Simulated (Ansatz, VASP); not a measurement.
# One calculation of Zn, two programs

```
Zn
1.0
     0.00000    2.36930    2.37430
     1.28539    0.00000    2.37430
     1.28539    2.36930    0.00000
Zn
1
Direct
  0.50000 0.50000 0.50000
```

Alike in both runs: functional PBEsol; k mesh 26 × 26 × 26; occupations gaussian, width 0.1 eV; no spin polarisation.

Ansatz relaxed the structure, and its values are those at the end. VASP's run is a single point on that final structure, the one shown.

```csv
,VASP,Ansatz
version,VASP 6.6.1,Ansatz 0.2.0
potentials or method,"VASP PAW PBE potentials, release 64 (Zn), cutoff 520 eV","scalar-relativistic, plane waves, PAW"
valence electrons in the cell,12,12
```

```csv
,VASP,Ansatz,Ansatz less VASP
gap on the k mesh at the Fermi level (eV),none,none,-
pressure (GPa),0.4,0.0,-0.39
```

VASP's potentials were made for PBE, not for PBEsol. A gap of «none» marks a metal or a gap that the smearing closes. The functional is the same, so the differences come from potentials, cutoffs and numerics.
